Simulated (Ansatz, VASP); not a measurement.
One calculation of Fe, two programs

Contents of POSCAR:

```
Fe
1.0
    0.0000000000      1.9021012277      1.9249897192
    1.4678507246      0.0000000000      1.9249897192
    1.4678507246      1.9021012277      0.0000000000
Fe
1
Direct
    0.0000000000      0.0000000000      0.0000000000
```

File INCAR.step1:

```
SYSTEM = Fe
  ALGO = Normal
  EDIFF = 1E-4
  ENCUT = 520
  GGA = PE
  ISMEAR = -1
  ISPIN = 2
  LASPH = .TRUE.
  LCHARG = .FALSE.
  LMAXMIX = 4
  LREAL = .FALSE.
  LWAVE = .TRUE.
  MAGMOM = 3
  NBANDS = 14
  NELM = 150
  PREC = Accurate
  SIGMA = 0.05
```

The input INCAR.step2:

```
SYSTEM = Fe
  ALGO = Normal
  EDIFF = 1E-7
  ENCUT = 520
  ISIF = 2
  ISMEAR = -1
  ISPIN = 2
  ISTART = 1
  LASPH = .TRUE.
  LCHARG = .TRUE.
  LELF = .TRUE.
  LMAXMIX = 4
  LMIXTAU = .TRUE.
  LORBIT = 11
  LREAL = .FALSE.
  LVHAR = .TRUE.
  LWAVE = .FALSE.
  MAGMOM = 3
  METAGGA = R2SCAN
  NBANDS = 14
  NELM = 150
  PREC = Accurate
  SIGMA = 0.05
```

Contents of KPOINTS:

```
k-points
0
G
  13 13 13
  0 0 0
```

File input.yaml:

```yaml
crystal:
  lattice:
    - [0.0, 1.9021012277, 1.9249897192]
    - [1.4678507246, 0.0, 1.9249897192]
    - [1.4678507246, 1.9021012277, 0.0]
  atoms:
    - { symbol: Fe, position: [0.0, 0.0, 0.0], spin: 3.0 }
hamiltonian:
  xc: r2scan
  pseudopotentials: { kind: paw }
magnetization:
  spin_polarized: true
kpoints:
  mp_grid: { grid: [13, 13, 13] }
scf:
  occupations: { method: fermi_dirac, width: 0.05 }
output:
  forces: true
  stress: true
  eigenvalues: true
  write_density: true
  write_potential: true
  elf: true
  volumetric_format: npy
```

Alike in both runs: task single point; functional r2SCAN; k mesh 13 × 13 × 13; occupations fermi-dirac, width 0.05 eV; collinear spin.

```csv
,VASP,Ansatz
version,VASP 6.6.1,Ansatz 0.2.0
potentials or method,"VASP PAW PBE potentials, release 64 (Fe)",Ansatz PAW
plane-wave cutoff (eV),520,500
valence electrons in the cell,8,16
```

|  | VASP | Ansatz | Ansatz less VASP |
| --- | --- | --- | --- |
| gap on the k mesh at the Fermi level (eV) | none | none | - |
| pressure (GPa) | 21.2 | 21.3 | +0.12 |
| traceless stress, the component that is largest in VASP (GPa) | -4.75 | -4.87 | -0.120 |
| net moment per atom (μB) | 2.59 | 2.58 | -0.005 |
| size of the moment on the site where the two differ most (μB) | 2.62 | 2.70 | +0.083 |

VASP's potentials were made for PBE, not for r2SCAN. Site moments also hang on the region over which each program counts them. A gap of «none» marks a metal or a gap that the smearing closes. VASP's potentials hold 8 valence electrons a cell and Ansatz's 16, so a difference there can come from the potentials and not from the codes.

Noted on Ansatz's run: the magnetic or orbital state may not be the lowest.
